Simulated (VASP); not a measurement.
# Co2Si (P-3m1) in VASP: relaxation of cell and atoms with PBEsol

Aim: the relaxation of cell and atoms of Co2Si with PBEsol.

Program: VASP 6.6.1. These are calculated values, not measurements. Logs are shortened: lines on timing, memory, paths and dates and some standing lists are left out, and cuts for length are marked.

**1. The cell of the first run**

It takes space group P-3m1 (No. 164, trigonal). Conventional cell: a = 3.800 Å, b = 3.800 Å, c = 4.674 Å, α = 90.00°, β = 90.00°, γ = 120.00°. Co (site symmetry -3m) has 8 Co at 2.34 to 2.35 Å and 6 Si at 2.66 Å within 3.1 Å. Within 3.1 Å of Co (site symmetry -3m) lie 8 Co at 2.34 to 2.66 Å and 6 Si at 2.35 Å. Co (site symmetry 3m) has 5 Si at 2.29 to 2.35 Å and 9 Co at 2.35 to 2.75 Å within 3.0 Å. Within 3.0 Å of Si (site symmetry 3m) lie 11 Co at 2.29 to 2.66 Å and 3 Si at 2.76 Å.

**2. Relaxation of cell and atoms, PBEsol, collinear spin, ferromagnetic start**

The input, INCAR:

```
  ALGO = Fast
  EDIFF = 1E-7
  EDIFFG = -0.05
  ENCUT = 600
  GGA = PS
  IBRION = 2
  ISIF = 3
  ISMEAR = 0
  ISPIN = 2
  LASPH = True
  LCHARG = False
  LMAXMIX = 4
  LORBIT = 11
  LREAL = False
  LWAVE = False
  MAGMOM = 1.05 0.84 0.85 0.85 0 0
  NELM = 150
  NSW = 80
  PREC = Accurate
  SIGMA = 0.1
```

The input, KPOINTS:

```
k-points
0
Gamma
  6 6 4
```

The input, POSCAR:

```
Co2Si
1.0
    3.8001565340      0.0000000000      0.0000000000
   -1.9000782670      3.2910320968      0.0000000000
    0.0000000000      0.0000000000      4.6735327132
Co Si
4 2
Direct
    0.0000000000      0.0000000000      0.0000000000
    0.0000000000      0.0000000000      0.5000000000
    0.3333333333      0.6666666667      0.8226993555
    0.6666666667      0.3333333333      0.1773006445
    0.3333333333      0.6666666667      0.3202885719
    0.6666666667      0.3333333333      0.6797114281
```

Potentials or basis: VASP PAW PBE potentials, release 64 (Co, Si).

Command:

```sh
cat potpaw_PBE.64/Co/POTCAR potpaw_PBE.64/Si/POTCAR > POTCAR
mpirun -np 1 vasp_std > vasp.out
```

OUTCAR:

```text
EDIFF = 1E-7
   EDIFFG = -0.05
   ENCUT = 600
   GGA = PS
   IBRION = 2
   ISIF = 3
   ISMEAR = 0
   ISPIN = 2
   LASPH = True
   LORBIT = 11
   LREAL = False
   NELM = 150
   NSW = 80
   PREC = Accurate

 ion  position               nearest neighbor table
   1  0.000  0.000  0.000-   2 2.34   2 2.34   4 2.35   3 2.35   3 2.35   4 2.35   4 2.35   3 2.35
                             6 2.66   5 2.66   6 2.66   5 2.66   6 2.66   5 2.66
   2  0.000  0.000  0.500-   1 2.34   1 2.34   6 2.35   5 2.35   5 2.35   6 2.35   6 2.35   5 2.35
                             4 2.66   3 2.66   3 2.66   4 2.66   3 2.66   4 2.66
   3  0.333  0.667  0.823-   6 2.29   6 2.29   6 2.29   5 2.33   1 2.35   1 2.35   1 2.35   5 2.35
                             2 2.66   2 2.66   2 2.66   4 2.75   4 2.75   4 2.75
   4  0.667  0.333  0.177-   5 2.29   5 2.29   5 2.29   6 2.33   1 2.35   1 2.35   1 2.35   6 2.35
                             2 2.66   2 2.66   2 2.66   3 2.75   3 2.75   3 2.75
   5  0.333  0.667  0.320-   4 2.29   4 2.29   4 2.29   3 2.33   3 2.35   2 2.35   2 2.35   2 2.35
                             1 2.66   1 2.66   1 2.66   6 2.76   6 2.76   6 2.76
   6  0.667  0.333  0.680-   3 2.29   3 2.29   3 2.29   4 2.33   4 2.35   2 2.35   2 2.35   2 2.35
                             1 2.66   1 2.66   1 2.66   5 2.76   5 2.76   5 2.76

  LATTYP: Found a hexagonal cell.
 ALAT       =     3.8001565340
 C/A-ratio  =     1.2298263694

  Lattice vectors:

 A1 = (   3.8001565340,   0.0000000000,   0.0000000000)
 A2 = (  -1.9000782670,   3.2910320968,   0.0000000000)
 A3 = (   0.0000000000,   0.0000000000,   4.6735327132)

Analysis of symmetry for initial positions (statically):
=====================================================================
 Subroutine PRICEL returns:
 Original cell was already a primitive cell.

 Routine SETGRP: Setting up the symmetry group for a
 hexagonal supercell.

 Subroutine GETGRP returns: Found 12 space group operations
 (whereof 12 operations were pure point group operations)
 out of a pool of 24 trial point group operations.

The static configuration has the point symmetry D_3d.

Analysis of symmetry for dynamics (positions and initial velocities):
=====================================================================
 Subroutine PRICEL returns:
 Original cell was already a primitive cell.

 Routine SETGRP: Setting up the symmetry group for a
 hexagonal supercell.

 Subroutine GETGRP returns: Found 12 space group operations
 (whereof 12 operations were pure point group operations)
 out of a pool of 24 trial point group operations.

The dynamic configuration has the point symmetry D_3d.

Analysis of structural, dynamic, and magnetic symmetry:
=====================================================================
 Subroutine PRICEL returns:
 Original cell was already a primitive cell.

 Routine SETGRP: Setting up the symmetry group for a
 hexagonal supercell.

 Subroutine GETGRP returns: Found 12 space group operations
 (whereof 12 operations were pure point group operations)
 out of a pool of 24 trial point group operations.

The overall configuration has the point symmetry D_3d.

 Subroutine INISYM returns: Found 12 space group operations
 (whereof 12 operations are pure point group operations),
 and found     1 'primitive' translations

----------------------------------------------------------------------------------------

                                     Primitive cell

  volume of cell :      58.4492

  direct lattice vectors                    reciprocal lattice vectors
     3.800156534  0.000000000  0.000000000     0.263147055  0.151928023  0.000000000
    -1.900078267  3.291032097  0.000000000     0.000000000  0.303856046  0.000000000
     0.000000000  0.000000000  4.673532713     0.000000000  0.000000000  0.213970900

  length of vectors
     3.800156534  3.800156534  4.673532713     0.303856046  0.303856046  0.213970900

  position of ions in fractional coordinates (direct lattice)
     0.000000000  0.000000000  0.000000000
     0.000000000  0.000000000  0.500000000
     0.333333333  0.666666667  0.822699355
     0.666666667  0.333333333  0.177300645
     0.333333333  0.666666667  0.320288572
     0.666666667  0.333333333  0.679711428

  ion indices of the primitive-cell ions
   primitive index   ion index
                 1           1
                 2           2
                 3           3
                 4           4
                 5           5
                 6           6

----------------------------------------------------------------------------------------

 KPOINTS: k-points

Automatic generation of k-mesh.
 Grid dimensions read from file:
 generate k-points for:    6    6    4

 Generating k-lattice:

  Cartesian coordinates                     Fractional coordinates (reciprocal lattice)
     0.043857842  0.025321337  0.000000000     0.166666667  0.000000000  0.000000000
     0.000000000  0.050642674  0.000000000     0.000000000  0.166666667  0.000000000
     0.000000000  0.000000000  0.053492725     0.000000000  0.000000000  0.250000000

  Length of vectors
     0.050642674  0.050642674  0.053492725

  Shift w.r.t. Gamma in fractional coordinates (k-lattice)
     0.000000000  0.000000000  0.000000000

 Subroutine IBZKPT returns following result:
 ===========================================

 Found     24 irreducible k-points:

 Following reciprocal coordinates:
            Coordinates               Weight
  0.000000  0.000000  0.000000      1.000000
  0.166667 -0.000000  0.000000      6.000000
  0.333333 -0.000000  0.000000      6.000000
  0.500000 -0.000000  0.000000      3.000000
  0.166667  0.166667  0.000000      6.000000
  0.333333  0.166667  0.000000     12.000000
[... 16 lines left out ...]
  0.333333  0.166667  0.500000     12.000000
  0.333333  0.333333  0.500000      2.000000
   k-points           NKPTS =     24   k-points in BZ     NKDIM =     24   number of bands    NBANDS=     28
   number of dos      NEDOS =    301   number of ions     NIONS =      6
   total plane-waves  NPLWV =  36000
   dimension x,y,z NGX =    30 NGY =   30 NGZ =   40
   dimension x,y,z NGXF=    60 NGYF=   60 NGZF=   80
   ions per type =               4   2
   NGX,Y,Z   is equivalent  to a cutoff of  13.12, 13.12, 14.23 a.u.
   NGXF,Y,Z  is equivalent  to a cutoff of  26.25, 26.25, 28.46 a.u.
 SYSTEM =  unknown system
   PREC   = accura    normal or accurate (medium, high low for compatibility)
   ISTART =      0    job   : 0-new  1-cont  2-samecut
   ICHARG =      2    charge: 1-file 2-atom 10-const
   ISPIN  =      2    spin polarized calculation?
   LNONCOLLINEAR =      F non collinear calculations
   LSORBIT =      F    spin-orbit coupling
   LASPH  =      T    aspherical Exc in radial PAW
   ENCUT  =  600.0 eV  44.10 Ry    6.64 a.u.   7.59  7.59  9.33*2*pi/ulx,y,z
   NELM   =    150;   NELMIN=  2; NELMDL= -5     # of ELM steps
   EDIFF  = 0.1E-06   stopping-criterion for ELM
   LREAL  =      F    real-space projection
   EDIFFG = -.5E-01   stopping-criterion for IOM
   NSW    =     80    number of steps for IOM
   IBRION =      2    ionic relax: 0-MD 1-quasi-New 2-CG
   NFREE  =      1    steps in history (QN), initial steepest desc. (CG)
   ISIF   =      3    stress and relaxation
   ISYM   =      2    0-nonsym 1-usesym 2-fastsym
   POTIM  = 0.5000    time-step for ionic-motion
   TEBEG  =    0.0;   TEEND  =   0.0 temperature during run
   PSTRESS=    0.0 pullay stress
   NELECT =      44.0000    total number of electrons
   NUPDOWN=      -1.0000    fix difference up-down
   EMIN   =  10.00;   EMAX   =-10.00  energy-range for DOS
   EFERMI =   0.00;   METHOD = LEGACY
   ISMEAR =     0;   SIGMA  =   0.10  broadening in eV -4-tet -1-fermi 0-gaus
   EFERMI_NEDOS =   21; number of points for ismear=-14 and -15
   IALGO  =     68    algorithm
   IMIX   =      4    mixing-type and parameters
     AMIX     =   0.40;   BMIX     =  1.00
     AMIX_MAG =   1.60;   BMIX_MAG =  1.00
  volume/ion in A,a.u.               =       9.74        65.74
  Fermi-wavevector in a.u.,A,eV,Ry     =   1.489245  2.814265 30.175682  2.217850
  Thomas-Fermi vector in A             =   2.602178
   LORBIT       =     11    0 simple, 1 ext, 2 COOP (PROOUT), +10 PAW based schemes
   GGA     = PS    functional components
   LHFCALC =     F    Hartree Fock is set to
   AEXX    =    0.0000 exact exchange contribution
   IVDW    =     0    specifies the selected vdW correction
   LEPSILON=     F    determine dielectric tensor
   LRPA    =     F    only Hartree local field effects (RPA)
 conjugate gradient relaxation of ions
 spin polarized calculation
 RMM-DIIS sequential band-by-band and
 Gauss-broadening in eV      SIGMA  =   0.10
  energy-cutoff  :      600.00
  volume of cell :       58.45
 maximum number of plane-waves:      2010
   NGX = 15   NGY = 15   NGZ = 19

--------------------------------------- Ionic step        1  -------------------------------------------

 number of electron      44.0000008 magnetization       3.1274682

 Free energy of the ion-electron system (eV)
  ---------------------------------------------------
  ext. energy  EPLUGINS =         0.00000000
  ---------------------------------------------------
  free energy    TOTEN  =       -44.78614142 eV

  energy without entropy =      -44.75064299  energy(sigma->0) =      -44.76839221

------------------------ aborting loop because EDIFF is reached ----------------------------------------

  FORCE on cell =-STRESS in cart. coord.  units (eV):
  Direction    XX          YY          ZZ          XY          YZ          ZX
  --------------------------------------------------------------------------------------
  -------------------------------------------------------------------------------------
  Total        5.9503902      5.9503902      6.5308451      0.0000000      0.0000000      0.0000000
  in kB      163.1087031    163.1087031    179.0198028      0.0000000      0.0000000      0.0000000
  external PRESSURE =     168.4124030 kB  Pullay stress =       0.0000000 kB
[... 101 lines left out ...]
  FREE ENERGIE OF THE ION-ELECTRON SYSTEM (eV)
  ---------------------------------------------------
  free  energy   TOTEN  =       -44.9934324375 eV

  energy  without entropy=      -44.9547519744  energy(sigma->0) =      -44.97409221

[... ionic steps 4 to 10 ...]

--------------------------------------- Ionic step       11  -------------------------------------------

 number of electron      43.9999982 magnetization      -0.0000413

------------------------ aborting loop because EDIFF is reached ----------------------------------------

  FORCE on cell =-STRESS in cart. coord.  units (eV):
  Direction    XX          YY          ZZ          XY          YZ          ZX
  --------------------------------------------------------------------------------------
  -------------------------------------------------------------------------------------
  Total       -0.1809865     -0.1809865      0.0941919      0.0000000      0.0000000      0.0000000
  in kB       -4.6823010     -4.6823010      2.4368382      0.0000000      0.0000000      0.0000000
  external PRESSURE =      -2.3092546 kB  Pullay stress =       0.0000000 kB
[... 65 lines left out ...]
  energy  without entropy=      -45.2399743344  energy(sigma->0) =      -45.25417189

--------------------------------------- Ionic step       13  -------------------------------------------

 number of electron      43.9999983 magnetization      -0.0000013

 Free energy of the ion-electron system (eV)
  ---------------------------------------------------
  ext. energy  EPLUGINS =         0.00000000
  ---------------------------------------------------
  free energy    TOTEN  =       -45.26851385 eV

  energy without entropy =      -45.24012481  energy(sigma->0) =      -45.25431933

 E-fermi :  11.9463     XC(G=0): -13.4644

 val. band max:       11.9446550903   @ k =   0.5000  -0.0000   0.5000
 cond. band min:      11.9860727964   @ k =   0.5000  -0.0000   0.2500
 fundamental gap:      0.0414177061
 Fermi energy:        11.9463166264

 spin component 1

 k-point     1 :       0.0000    0.0000    0.0000
  band No.  band energies     occupation
      1      -0.5663      1.00000
      2       4.0631      1.00000
      3       5.7149      1.00000
      4       7.0239      1.00000
      5       7.0239      1.00000
      6       8.2890      1.00000
[... 733 lines left out ...]
     27      18.5722      0.00000
     28      18.5722      0.00000
 Fermi energy:        11.9463166264

 spin component 2

 k-point     1 :       0.0000    0.0000    0.0000
  band No.  band energies     occupation
      1      -0.5663      1.00000
      2       4.0631      1.00000
      3       5.7149      1.00000
      4       7.0239      1.00000
      5       7.0239      1.00000
      6       8.2890      1.00000
[... 766 lines left out ...]
  FREE ENERGIE OF THE ION-ELECTRON SYSTEM (eV)
  ---------------------------------------------------
  free  energy   TOTEN  =       -45.2685138461 eV

  energy  without entropy=      -45.2401248097  energy(sigma->0) =      -45.25431933

 reached required accuracy - stopping structural energy minimisation

 total charge

# of ion       s       p       d       tot
------------------------------------------
    1        0.436   0.581   7.435   8.452
    2        0.437   0.590   7.440   8.466
    3        0.497   0.628   7.589   8.714
    4        0.497   0.628   7.589   8.714
    5        0.733   0.913   0.000   1.646
    6        0.733   0.913   0.000   1.646
--------------------------------------------------
tot          3.334   4.252  30.053  37.639

 magnetization (x)

# of ion       s       p       d       tot
------------------------------------------
    1        0.000   0.000  -0.000  -0.000
    2        0.000   0.000  -0.000  -0.000
    3        0.000   0.000  -0.000  -0.000
    4        0.000   0.000  -0.000  -0.000
    5        0.000   0.000   0.000   0.000
    6        0.000   0.000   0.000   0.000
--------------------------------------------------
tot          0.000   0.000  -0.000  -0.000
```

It took 13 min on 1 thread of AMD EPYC 9R45 (Zen 5), shared host; peak memory 0.23 GiB.

What came out:

```
Free energy                                           : -45.2685 eV
Relaxed volume                                        : 10.30 Å³/atom
Relaxed cell                                          : a = 3.845 Å, b = 3.845 Å, c = 4.828 Å, α = 90.00°, β = 90.00°, γ = 120.00°
Space group after relaxing (to 0.1 Å)                 : P6_3/mmc (No. 194)
Energy gained by relaxing                             : 80.4 meV/atom
Ionic steps                                           : 13
Pressure after relaxing                               : 0.3 GPa
Largest force after relaxing                          : 0.042 eV/Å
Band gap on the k mesh                                : zero (filled and empty bands overlap)
Net moment                                            : 0.00 μB per cell
Valence electrons inside the program's atomic spheres : Co 8.45, 8.47, 8.71 (each value once); Si 1.65
```

Forces in eV/Å, atoms in the order of the input:
```
Co   0.000  0.000  0.000
Co   0.000  0.000  0.000
Co   0.000  0.000  0.013
Co   0.000  0.000 -0.013
Si   0.000  0.000 -0.042
Si   0.000  0.000  0.042
```

The path:
```
step  energy change (eV)  largest force (eV/Å)  pressure (GPa)  volume (Å³)
   1              0.0000                0.7010           16.84        58.45
   2              0.0792                0.4110          -16.23        67.55
   3             -0.2073                0.5259           -1.33        62.34
   4             -0.2073                0.5291           -1.02        62.26
   5             -0.2544                0.4701           -0.73        62.17
   6             -0.3626                0.4878           -0.11        61.90
   7             -0.4271                0.1653            2.71        61.34
   8             -0.4587                0.0830            0.27        61.89
   9             -0.4718                0.0809           -2.81        62.61
  10             -0.4814                0.0833           -0.57        62.02
  11             -0.4816                0.0839           -0.23        61.93
  12             -0.4822                0.0586            0.07        61.86
  13             -0.4824                0.0423            0.28        61.82
```

Final structure:
```xyz
6
Lattice="3.8450 0.0000 0.0000 -1.9225 3.3299 0.0000 0.0000 0.0000 4.8283" Properties=species:S:1:pos:R:3 pbc="T T T"
Co    0.0000    0.0000    0.0000
Co    0.0000    0.0000    2.4141
Co    0.0000    2.2199    3.6385
Co    1.9225    1.1100    1.1898
Si    0.0000    2.2199    1.2313
Si    1.9225    1.1100    3.5970
```

Levels at points of the mesh, in eV from the Fermi level:
Spin up:
| k point | band 18 | band 19 | band 20 | band 21 | band 22 | band 23 | band 24 | band 25 | band 26 | band 27 |
| --- | --- | --- | --- | --- | --- | --- | --- | --- | --- | --- |
| (0.00, 0.00, 0.00) | -0.44 | -0.44 | -0.35 | 0.35 | 0.35 | 1.12 | 3.64 | 3.72 | 3.72 | 4.00 |
| (0.50, 0.00, 0.00) | -0.83 | -0.74 | -0.60 | -0.57 | -0.28 | -0.11 | 0.27 | 0.38 | 2.40 | 2.91 |
| (0.00, 0.00, 0.50) | -0.52 | -0.38 | -0.38 | -0.34 | -0.34 | 3.08 | 3.21 | 4.27 | 4.27 | 4.36 |
| (0.50, 0.00, 0.50) | -0.97 | -0.91 | -0.89 | -0.41 | -0.35 | 0.00 | 0.04 | 2.00 | 2.02 | 4.02 |
Spin down:
| k point | band 18 | band 19 | band 20 | band 21 | band 22 | band 23 | band 24 | band 25 | band 26 | band 27 |
| --- | --- | --- | --- | --- | --- | --- | --- | --- | --- | --- |
| (0.00, 0.00, 0.00) | -0.44 | -0.44 | -0.35 | 0.35 | 0.35 | 1.12 | 3.64 | 3.72 | 3.72 | 4.00 |
| (0.50, 0.00, 0.00) | -0.83 | -0.74 | -0.60 | -0.57 | -0.28 | -0.11 | 0.27 | 0.38 | 2.40 | 2.91 |
| (0.00, 0.00, 0.50) | -0.52 | -0.38 | -0.38 | -0.34 | -0.34 | 3.08 | 3.21 | 4.27 | 4.27 | 4.36 |
| (0.50, 0.00, 0.50) | -0.97 | -0.91 | -0.89 | -0.41 | -0.35 | 0.00 | 0.04 | 2.00 | 2.02 | 4.02 |

Caveat: the moments typed at the start vanished in this run; the PAW data sets were made with another functional, which shifts forces and pressure a little; the relaxation stopped at a loose force limit of 0.05 eV/Å, so its end isn't a converged minimum. Zero-point motion and thermal expansion aren't in these numbers.

The gap in the log of VASP goes by the Fermi energy; the results here count the filled bands.